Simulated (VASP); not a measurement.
# Si2W (I4/mmm) in VASP: a series of runs

Si2W is run at these levels: PBE+U; tasks: single point.

Program: VASP 6.6.1. These are calculated values, not measurements. Logs are shortened: lines on timing, memory, paths and dates and some standing lists are left out, and cuts for length are marked.

## (1) The cell of the first run

It takes space group I4/mmm (No. 139, tetragonal). Conventional cell: a = 3.214 Å, b = 3.214 Å, c = 7.830 Å, α = 90.00°, β = 90.00°, γ = 90.00°. W (site symmetry 4/mmm) has 10 Si at 2.62 Å and 4 W at 3.21 Å within 3.4 Å. Si (site symmetry 4mm) has 9 Si at 2.59 to 3.21 Å and 5 W at 2.62 Å within 3.4 Å.

## (2) Single point, PBE+U

INCAR reads:

```
PREC = Accurate
ENCUT = 520
EDIFF = 1E-6
ISMEAR = -1
SIGMA = 0.05
LREAL = False
LASPH = True
NELM = 150
ALGO = Normal
ISIF = 2
LWAVE = False
LCHARG = False
LMAXMIX = 4
LDAU = True
LDAUTYPE = 2
LDAUL = 2 -1
LDAUU = 2 0
LDAUJ = 0 0
LDAUPRINT = 1
GGA = PE
NBANDS = 18
```

KPOINTS reads:

```
regular mesh
0
Gamma
  12 12 12
```

POSCAR reads:

```
Si2W
1.0
   -1.6069000000      1.6069000000      3.9149500000
    1.6069000000     -1.6069000000      3.9149500000
    1.6069000000      1.6069000000     -3.9149500000
W Si
1 2
Direct
    0.0000000000      0.0000000000      0.0000000000
    0.6653000000      0.6653000000      0.0000000000
    0.3347000000      0.3347000000      0.0000000000
```

Potentials or basis: VASP PAW PBE potentials, release 64 (W_sv, Si).

Run with:

```sh
> cat potpaw_PBE.64/W_sv/POTCAR potpaw_PBE.64/Si/POTCAR > POTCAR
> mpirun -np 1 vasp_std > vasp.out
```

OUTCAR:

```text
PREC = Accurate
   ENCUT = 520
   EDIFF = 1E-6
   ISMEAR = -1
   LREAL = False
   LASPH = True
   NELM = 150
   ISIF = 2
   GGA = PE

 ion  position               nearest neighbor table
   1  0.000  0.000  0.000-   2 2.62   2 2.62   2 2.62   3 2.62   2 2.62   3 2.62   3 2.62   3 2.62
                             2 2.62   3 2.62
   2  0.665  0.665  0.000-   3 2.59   1 2.62   1 2.62   1 2.62   1 2.62   1 2.62   3 2.63   3 2.63
                             3 2.63   3 2.63
   3  0.335  0.335  0.000-   2 2.59   1 2.62   1 2.62   1 2.62   1 2.62   1 2.62   2 2.63   2 2.63
                             2 2.63   2 2.63

  LATTYP: Found a body centered tetragonal cell.
 ALAT       =     3.2138000000
 C/A-ratio  =     2.4363370465

  Lattice vectors:

 A1 = (  -1.6069000000,   1.6069000000,   3.9149500000)
 A2 = (   1.6069000000,  -1.6069000000,   3.9149500000)
 A3 = (   1.6069000000,   1.6069000000,  -3.9149500000)

Analysis of symmetry for initial positions (statically):
=====================================================================
 Subroutine PRICEL returns:
 Original cell was already a primitive cell.

 Routine SETGRP: Setting up the symmetry group for a
 body centered tetragonal supercell.

 Subroutine GETGRP returns: Found 16 space group operations
 (whereof 16 operations were pure point group operations)
 out of a pool of 16 trial point group operations.

The static configuration has the point symmetry D_4h.

Analysis of symmetry for dynamics (positions and initial velocities):
=====================================================================
 Subroutine PRICEL returns:
 Original cell was already a primitive cell.

 Routine SETGRP: Setting up the symmetry group for a
 body centered tetragonal supercell.

 Subroutine GETGRP returns: Found 16 space group operations
 (whereof 16 operations were pure point group operations)
 out of a pool of 16 trial point group operations.

The dynamic configuration has the point symmetry D_4h.

 Subroutine INISYM returns: Found 16 space group operations
 (whereof 16 operations are pure point group operations),
 and found     1 'primitive' translations

----------------------------------------------------------------------------------------

                                     Primitive cell

  volume of cell :      40.4356

  direct lattice vectors                    reciprocal lattice vectors
    -1.606900000  1.606900000  3.914950000     0.000000000  0.311158131  0.127715552
     1.606900000 -1.606900000  3.914950000     0.311158131  0.000000000  0.127715552
     1.606900000  1.606900000 -3.914950000     0.311158131  0.311158131  0.000000000

  length of vectors
     4.526708376  4.526708376  4.526708376     0.336348992  0.336348992  0.440044048

  position of ions in fractional coordinates (direct lattice)
     0.000000000  0.000000000  0.000000000
     0.665300000  0.665300000  0.000000000
     0.334700000  0.334700000  0.000000000

  ion indices of the primitive-cell ions
   primitive index   ion index
                 1           1
                 2           2
                 3           3

----------------------------------------------------------------------------------------

 KPOINTS: regular mesh

Automatic generation of k-mesh.
 Grid dimensions read from file:
 generate k-points for:   12   12   12

 Generating k-lattice:

  Cartesian coordinates                     Fractional coordinates (reciprocal lattice)
     0.000000000  0.025929844  0.010642963     0.083333333  0.000000000  0.000000000
     0.025929844  0.000000000  0.010642963     0.000000000  0.083333333  0.000000000
     0.025929844  0.025929844  0.000000000     0.000000000  0.000000000  0.083333333

  Length of vectors
     0.028029083  0.028029083  0.036670337
[... 44 lines left out ...]
 SYSTEM =  unknown system
   PREC   = accura    normal or accurate (medium, high low for compatibility)
   ISTART =      0    job   : 0-new  1-cont  2-samecut
   ICHARG =      2    charge: 1-file 2-atom 10-const
   ISPIN  =      1    spin polarized calculation?
   LNONCOLLINEAR =      F non collinear calculations
   LSORBIT =      F    spin-orbit coupling
   LASPH  =      T    aspherical Exc in radial PAW
   ENCUT  =  520.0 eV  38.22 Ry    6.18 a.u.   8.42  8.42  8.42*2*pi/ulx,y,z
   NELM   =    150;   NELMIN=  2; NELMDL= -5     # of ELM steps
   EDIFF  = 0.1E-05   stopping-criterion for ELM
   LREAL  =      F    real-space projection
   EDIFFG = 0.1E-04   stopping-criterion for IOM
   NSW    =      0    number of steps for IOM
   IBRION =     -1    ionic relax: 0-MD 1-quasi-New 2-CG
   NFREE  =      0    steps in history (QN), initial steepest desc. (CG)
   ISIF   =      2    stress and relaxation
   ISYM   =      2    0-nonsym 1-usesym 2-fastsym
   POTIM  = 0.5000    time-step for ionic-motion
   TEBEG  =    0.0;   TEEND  =   0.0 temperature during run
   PSTRESS=    0.0 pullay stress
   NELECT =      22.0000    total number of electrons
   NUPDOWN=      -1.0000    fix difference up-down
   EMIN   =  10.00;   EMAX   =-10.00  energy-range for DOS
   EFERMI =   0.00;   METHOD = LEGACY
   ISMEAR =    -1;   SIGMA  =   0.05  broadening in eV -4-tet -1-fermi 0-gaus
   EFERMI_NEDOS =   21; number of points for ismear=-14 and -15
   IALGO  =     38    algorithm
   IMIX   =      4    mixing-type and parameters
     AMIX     =   0.40;   BMIX     =  1.00
     AMIX_MAG =   1.60;   BMIX_MAG =  1.00
  volume/ion in A,a.u.               =      13.48        90.96
  Fermi-wavevector in a.u.,A,eV,Ry     =   1.336476  2.525573 24.302284  1.786167
  Thomas-Fermi vector in A             =   2.465099
   LORBIT       =      0    0 simple, 1 ext, 2 COOP (PROOUT), +10 PAW based schemes
 LDA+U is selected, type is set to LDAUTYPE =  2
   angular momentum for each species LDAUL =     2   -1
   U (eV)           for each species LDAUU =   2.0  0.0
   J (eV)           for each species LDAUJ =   0.0  0.0
   GGA     = PE    functional components
   LHFCALC =     F    Hartree Fock is set to
   AEXX    =    0.0000 exact exchange contribution
   IVDW    =     0    specifies the selected vdW correction
   LEPSILON=     F    determine dielectric tensor
   LRPA    =     F    only Hartree local field effects (RPA)
 non-spin polarized calculation
  energy-cutoff  :      520.00
  volume of cell :       40.44
 maximum number of plane-waves:      1118
 NGX is ok and might be reduce to    36
   NGX = 17   NGY = 17   NGZ = 17

atom =   1  type =  1  l = 2

 onsite density matrix

spin component  1

  0.4095  0.0000  0.0000 -0.0000 -0.0000
  0.0000  0.4095  0.0000  0.0000  0.0000
  0.0000  0.0000  0.3166 -0.0000 -0.0000
 -0.0000  0.0000 -0.0000  0.4095  0.0000
 -0.0000  0.0000 -0.0000  0.0000  0.2586

spin component  2

  0.4095  0.0000  0.0000 -0.0000 -0.0000
  0.0000  0.4095  0.0000  0.0000  0.0000
  0.0000  0.0000  0.3166 -0.0000 -0.0000
 -0.0000  0.0000 -0.0000  0.4095  0.0000
 -0.0000  0.0000 -0.0000  0.0000  0.2586

 occupancies and eigenvectors

  o =  0.2586  v =  0.0000  0.0000  0.0000 -0.0000 -1.0000  0.0000  0.0000  0.0000  0.0000  0.0000      0.0000  0.0000  0.0000  0.0000  0.0000  0.0000  0.0000  0.0000  0.0000  0.0000
  o =  0.2586  v =  0.0000  0.0000  0.0000  0.0000  0.0000  0.0000  0.0000  0.0000 -0.0000 -1.0000      0.0000  0.0000  0.0000  0.0000  0.0000  0.0000  0.0000  0.0000  0.0000  0.0000
  o =  0.3166  v =  0.0000 -0.0000 -1.0000 -0.0000 -0.0000  0.0000  0.0000  0.0000  0.0000  0.0000      0.0000  0.0000  0.0000  0.0000  0.0000  0.0000  0.0000  0.0000  0.0000  0.0000
  o =  0.3166  v =  0.0000  0.0000  0.0000  0.0000  0.0000  0.0000 -0.0000 -1.0000 -0.0000 -0.0000      0.0000  0.0000  0.0000  0.0000  0.0000  0.0000  0.0000  0.0000  0.0000  0.0000
  o =  0.4095  v =  0.0000  0.0000  0.0000  0.0000  0.0000  0.0000 -0.0964 -0.0000  0.9953 -0.0000      0.0000  0.0000  0.0000  0.0000  0.0000  0.0000  0.0000  0.0000  0.0000  0.0000
  o =  0.4095  v =  0.0000 -0.0964 -0.0000  0.9953 -0.0000  0.0000  0.0000  0.0000  0.0000  0.0000      0.0000  0.0000  0.0000  0.0000  0.0000  0.0000  0.0000  0.0000  0.0000  0.0000
  o =  0.4095  v =  0.0000  0.0000  0.0000  0.0000  0.0000  0.0000 -0.9953  0.0000 -0.0964  0.0000      0.0000  0.0000  0.0000  0.0000  0.0000  0.0000  0.0000  0.0000  0.0000  0.0000
  o =  0.4095  v =  0.0000 -0.9953  0.0000 -0.0964  0.0000  0.0000  0.0000  0.0000  0.0000  0.0000      0.0000  0.0000  0.0000  0.0000  0.0000  0.0000  0.0000  0.0000  0.0000  0.0000
  o =  0.4095  v =  1.0000  0.0000  0.0000  0.0000  0.0000  0.0000  0.0000  0.0000  0.0000  0.0000      0.0000  0.0000  0.0000  0.0000  0.0000  0.0000  0.0000  0.0000  0.0000  0.0000
  o =  0.4095  v =  0.0000  0.0000  0.0000  0.0000  0.0000  1.0000  0.0000  0.0000  0.0000  0.0000      0.0000  0.0000  0.0000  0.0000  0.0000  0.0000  0.0000  0.0000  0.0000  0.0000

 number of electron      21.9999999 magnetization

 Free energy of the ion-electron system (eV)
  ---------------------------------------------------
  ext. energy  EPLUGINS =         0.00000000
  ---------------------------------------------------
  free energy    TOTEN  =       -22.53229825 eV

  energy without entropy =      -22.53006892  energy(sigma->0) =      -22.53118359

 E-fermi :  12.0428     XC(G=0): -12.5319

 val. band max:       11.9684391650   @ k =  -0.3333  -0.4167   0.3333
 cond. band min:      12.0509776198   @ k =  -0.4167  -0.4167   0.3333
 fundamental gap:      0.0825384548
 Fermi energy:        12.0427845841

 k-point     1 :       0.0000    0.0000    0.0000
  band No.  band energies     occupation
      1     -62.0560      2.00000
      2     -26.2965      2.00000
      3     -26.2876      2.00000
      4     -26.2876      2.00000
      5      -2.0984      2.00000
      6       5.1893      2.00000
[... 481 lines left out ...]
      5       0.9917      2.00000
      6       3.6886      2.00000
[... 10 lines left out ...]
     17      19.0739      0.00000
     18      20.3537      0.00000

 [... further k-points ...]

------------------------ aborting loop because EDIFF is reached ----------------------------------------

  FORCE on cell =-STRESS in cart. coord.  units (eV):
  Direction    XX          YY          ZZ          XY          YZ          ZX
  --------------------------------------------------------------------------------------
  -------------------------------------------------------------------------------------
  Total        1.2802846      1.2802846      1.3584354      0.0000000      0.0000000     -0.0000000
  in kB       50.7286349     50.7286349     53.8252013      0.0000000      0.0000000     -0.0000000
  external PRESSURE =      51.7608237 kB  Pullay stress =       0.0000000 kB

 VOLUME and BASIS-vectors are now :
 -----------------------------------------------------------------------------
  energy-cutoff  :      520.00
  volume of cell :       40.44
      direct lattice vectors                 reciprocal lattice vectors
    -1.606900000  1.606900000  3.914950000     0.000000000  0.311158131  0.127715552
     1.606900000 -1.606900000  3.914950000     0.311158131  0.000000000  0.127715552
     1.606900000  1.606900000 -3.914950000     0.311158131  0.311158131  0.000000000

 POSITION                                       TOTAL-FORCE (eV/Angst)
 -----------------------------------------------------------------------------------
      0.00000      0.00000      0.00000        -0.000000     -0.000000     -0.000000
      0.00000      0.00000      5.20923         0.000000      0.000000      0.065201
      0.00000      0.00000      2.62067         0.000000      0.000000     -0.065201
 -----------------------------------------------------------------------------------
    total drift:                               -0.000000     -0.000000      0.000000

  FREE ENERGIE OF THE ION-ELECTRON SYSTEM (eV)
  ---------------------------------------------------
  free  energy   TOTEN  =       -22.5322982481 eV

  energy  without entropy=      -22.5300689228  energy(sigma->0) =      -22.53118359
```

Wall time 3.8 min (1 thread of Intel Xeon 8259CL, shared host); peak memory 0.28 GiB.

What came out:

```
Free energy            : -22.5323 eV
Pressure               : 5.2 GPa
Largest force          : 0.065 eV/Å
Band gap on the k mesh : zero (bands 11 and 12 overlap by 1.30 eV)
```

Forces on the atoms (eV/Å):
```
W    0.000  0.000  0.000
Si   0.000  0.000  0.065
Si   0.000  0.000 -0.065
```

Stress tensor (GPa, compression positive):
```
5.07 0.00 0.00
0.00 5.07 0.00
0.00 0.00 5.38
```

Levels at points of the mesh, in eV from the Fermi level:
| k point | band 7 | band 8 | band 9 | band 10 | band 11 | band 12 | band 13 | band 14 | band 15 | band 16 |
| --- | --- | --- | --- | --- | --- | --- | --- | --- | --- | --- |
| (0.00, 0.00, 0.00) | -3.80 | -3.17 | -2.87 | -2.87 | 0.58 | 2.68 | 2.88 | 2.99 | 2.99 | 4.71 |
| (0.50, 0.00, 0.00) | -5.77 | -4.92 | -2.83 | -2.71 | -0.46 | 2.74 | 2.90 | 3.88 | 4.43 | 5.03 |
| (0.50, 0.50, 0.00) | -6.06 | -5.54 | -5.04 | -3.28 | -1.86 | 2.73 | 3.22 | 3.22 | 3.88 | 4.23 |
| (0.50, 0.50, 0.50) | -3.72 | -2.52 | -0.90 | -0.90 | -0.52 | -0.52 | 0.76 | 4.45 | 4.88 | 6.19 |

Eigenvalues of the final occupation matrices:
| site | spin | trace | eigenvalues |
| --- | --- | --- | --- |
| site 1 d | 1 | 1.80 | 0.26 0.32 0.41 0.41 0.41 |
| site 1 d | 2 | 1.80 | 0.26 0.32 0.41 0.41 0.41 |

Caveat: the cell stands under pressure; spin-orbit coupling is left out, which moves the levels of the heavy elements; U without spin polarisation on a metal has little footing; the U is typed as a test and isn't derived for this compound.

## (3) Single point, PBE+U

INCAR reads:

```
ALGO = Normal
EDIFF = 1E-6
ENCUT = 520
GGA = PE
ISIF = 2
ISMEAR = -1
LASPH = True
LCHARG = True
LDAU = True
LDAUJ = 0 0
LDAUL = 2 -1
LDAUPRINT = 1
LDAUTYPE = 2
LDAUU = 3 0
LELF = True
LMAXMIX = 4
LREAL = False
LVHAR = True
LWAVE = False
NBANDS = 18
NELM = 150
PREC = Accurate
SIGMA = 0.05
```

KPOINTS reads:

```
k-points
0
Gamma
  12 12 12
```

POSCAR is that of step 2.

Potentials or basis: VASP PAW PBE potentials, release 64 (W_sv, Si).

Run with:

```sh
> cat potpaw_PBE.64/W_sv/POTCAR potpaw_PBE.64/Si/POTCAR > POTCAR
> mpirun -np 1 vasp_std > vasp.out
```

It took 3.8 min on 1 thread of Intel Xeon 8259CL, shared host; peak memory 0.28 GiB.

Results (log left out):

```yaml
Free_energy: -21.4015 eV
Pressure: 6.1 GPa
Largest_force: 0.053 eV/Å
Band_gap_on_the_k_mesh: zero (bands 11 and 12 overlap by 1.30 eV)
```

Forces on the atoms (eV/Å):
```
W    0.000  0.000  0.000
Si   0.000  0.000  0.053
Si   0.000  0.000 -0.053
```

Stress tensor (GPa, compression positive):
```
6.08 0.00 0.00
0.00 6.08 0.00
0.00 0.00 6.27
```

Levels at points of the mesh, in eV from the Fermi level:
| k point | band 9 | band 10 | band 11 | band 12 | band 13 | band 14 |
| --- | --- | --- | --- | --- | --- | --- |
| (0.00, 0.00, 0.00) | -2.89 | -2.89 | 0.57 | 2.66 | 2.86 | 2.95 |
| (0.50, 0.00, 0.00) | -2.85 | -2.67 | -0.47 | 2.72 | 3.01 | 3.85 |
| (0.50, 0.50, 0.00) | -5.04 | -3.30 | -1.90 | 2.70 | 3.28 | 3.37 |
| (0.50, 0.50, 0.50) | -0.92 | -0.92 | -0.54 | -0.54 | 0.75 | 4.42 |

Eigenvalues of the final occupation matrices:
| site | spin | trace | eigenvalues |
| --- | --- | --- | --- |
| site 1 d | 1 | 1.79 | 0.25 0.31 0.41 0.41 0.41 |
| site 1 d | 2 | 1.79 | 0.25 0.31 0.41 0.41 0.41 |

Caveat: the cell stands under pressure; spin-orbit coupling is left out, which moves the levels of the heavy elements; U without spin polarisation on a metal has little footing; the U is typed as a test and isn't derived for this compound.
